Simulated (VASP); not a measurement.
Crystal: Pt2Se.

```
Pt Se
1.0
     3.76289    0.00000    0.00000
     0.00000    3.76289    0.00000
     0.00000    0.00000    7.89691
Pt Se
4 2
Direct
  0.00000 0.00000 0.00000
  0.50000 0.50000 0.00000
  0.50000 0.00000 0.64000
  0.00000 0.50000 0.36000
  0.50000 0.00000 0.28000
  0.00000 0.50000 0.72000
```

```yaml
Program: VASP 6.6.1
Task: relaxation of cell and atoms
Functional: PBE
Potentials_or_basis: VASP PAW PBE potentials, release 64 (Pt, Se)
Cutoff: 600 eV
k_mesh: 4 × 4 × 2
Occupations: gaussian, width 0.1 eV
Spin: no spin polarisation
```

At the start: pressure -6.1 GPa; volume 18.64 Å³/atom.

Task: How do energy, volume and symmetry change on relaxing?

Result: Over 24 steps the energy falls by 231.6 meV/atom and the volume is 18.94 Å³/atom (+1.6 %); space group P4/nmm (No. 129, to 0.05 Å).

The path:
| step | energy change (eV) | largest force (eV/Å) | pressure (GPa) | volume (Å³) |
| --- | --- | --- | --- | --- |
| 1 | 0.0000 | 0.5711 | -6.13 | 111.82 |
| 2 | -0.1059 | 0.5383 | 9.08 | 100.63 |
| 3 | -0.1849 | 0.5777 | 2.26 | 104.76 |
| 4 | -0.3767 | 0.2096 | 2.81 | 103.59 |
| 5 | -0.4240 | 0.8275 | 5.29 | 102.07 |
| 6 | -0.4383 | 0.5461 | 4.04 | 102.67 |
| 7 | -0.4688 | 0.4107 | -5.16 | 109.05 |
| 8 | -0.5059 | 0.4505 | -1.56 | 106.22 |
| 9 | -0.5623 | 0.4243 | -1.16 | 105.71 |
| 10 | -0.7105 | 0.4243 | 1.36 | 103.93 |
| 11 | -0.6255 | 0.5790 | 15.28 | 99.25 |
| 12 | -0.7847 | 0.3133 | 5.78 | 102.04 |
| 13 | -0.8015 | 0.2678 | 5.56 | 102.29 |
| 14 | -0.8468 | 0.2749 | 5.07 | 103.03 |
| 15 | -0.9356 | 0.2977 | 4.46 | 104.40 |
| 16 | -1.0837 | 0.3122 | 4.23 | 106.75 |
| 17 | -1.1992 | 1.2045 | 7.61 | 109.72 |
| 18 | -1.2106 | 0.4137 | 4.83 | 108.49 |
| 19 | -1.2605 | 0.6094 | 5.88 | 109.22 |
| 20 | -1.2584 | 0.7633 | 6.36 | 109.42 |
| 21 | -1.3488 | 0.5397 | -0.49 | 115.41 |
| 22 | -1.3539 | 0.5731 | 0.66 | 114.24 |
| 23 | -1.3739 | 0.3915 | 0.43 | 114.05 |
| 24 | -1.3899 | 0.0186 | 0.16 | 113.64 |

Final structure:
```
Pt Se
1.0
     4.70117    0.00000    0.00000
     0.00000    4.70117    0.00000
     0.00000    0.00000    5.14201
Pt Se
4 2
Direct
  0.00000 0.00000 0.00000
  0.50000 0.50000 0.00000
  0.50000 0.00000 0.72525
  0.00000 0.50000 0.27475
  0.50000 0.00000 0.25423
  0.00000 0.50000 0.74577
```

Caveat: the k points lie up to 0.61 Å⁻¹ apart in the final cell.
